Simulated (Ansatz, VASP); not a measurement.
# Two plane-wave programs on Sr3Zn2H

Contents of INCAR:

```
PREC = Accurate ; ENCUT = 600
EDIFF = 1E-7 ; ISMEAR = 0
SIGMA = 0.1 ; LREAL = False
LASPH = True ; NELM = 100
ALGO = Normal ; ISIF = 3
LWAVE = False ; LCHARG = False
GGA = PE ; IBRION = 2
NSW = 90 ; EDIFFG = -0.04
```

File KPOINTS:

```
Automatic mesh
0
Gamma
  3 3 4
```

File POSCAR:

```
Sr3Zn2H
1.0
    6.2014453600      0.0000000000      0.0000000000
   -3.1007226800      5.3706092200      0.0000000000
    0.0000000000      0.0000000000      4.2510553200
Sr Zn H
3 2 1
Direct
    0.1498489700      0.8501510300      0.0000000000
    0.1498489700      0.2996979300      0.0000000000
    0.7003020700      0.8501510300      0.0000000000
    0.3333333300      0.6666666700      0.7148435200
    0.3333333300      0.6666666700      0.2851564800
    0.0000000000      0.0000000000      0.0000000000
```

Input for Ansatz:

```yaml
crystal:
  lattice:
    - [6.20144536, 0.0, 0.0]
    - [-3.10072268, 5.37060922, 0.0]
    - [0.0, 0.0, 4.25105532]
  atoms:
    - { symbol: Sr, position: [0.14984897, 0.85015103, 0.0] }
    - { symbol: Sr, position: [0.14984897, 0.29969793, 0.0] }
    - { symbol: Sr, position: [0.70030207, 0.85015103, 0.0] }
    - { symbol: Zn, position: [0.33333333, 0.66666667, 0.71484352] }
    - { symbol: Zn, position: [0.33333333, 0.66666667, 0.28515648] }
    - { symbol: H, position: [0.0, 0.0, 0.0] }
basis:
  ecutwfc: 420
kpoints:
  mp_grid: { grid: [3, 3, 4] }
hamiltonian:
  xc: pbe
scf:
  occupations: { method: gaussian, width: 0.1 }
  lower_state_search: "off"
output:
  forces: true
  stress: true
  eigenvalues: true
relax:
  adjacent_minimum: "off"
  f_tol: 0.04
  max_steps: 70
  cell: { stress_tol: 0.4 }
```

Alike in both runs: task relaxation of cell and atoms; functional PBE; k mesh 3 × 3 × 4; occupations gaussian, width 0.1 eV; no spin polarisation.

|  | VASP | Ansatz |
| --- | --- | --- |
| version | VASP 6.6.1 | Ansatz 0.2.0 |
| potentials or method | VASP PAW PBE potentials, release 64 (Sr_sv, Zn, H), cutoff 600 eV | scalar-relativistic, plane waves, PAW |
| valence electrons in the cell | 55 | 55 |

Ansatz gave:

- gap on the k mesh at the Fermi level, each at its own relaxed structure (eV): none
- relaxed volume (Å³/atom): 55.21
- relaxed length of the cell vector where the two differ most in proportion (Å): 4.619

Q: Which values does VASP return?

A: gap on the k mesh at the Fermi level, each at its own relaxed structure (eV): none; relaxed volume (Å³/atom): 55.30; relaxed length of the cell vector where the two differ most in proportion (Å): 4.631.

A gap of «none» marks a metal or a gap that the smearing closes.

The k mesh is coarse, so the values compare programs but aren't converged. Noted on VASP's run: the volume moved by over 15 % at a fixed basis, so the end points are rough.
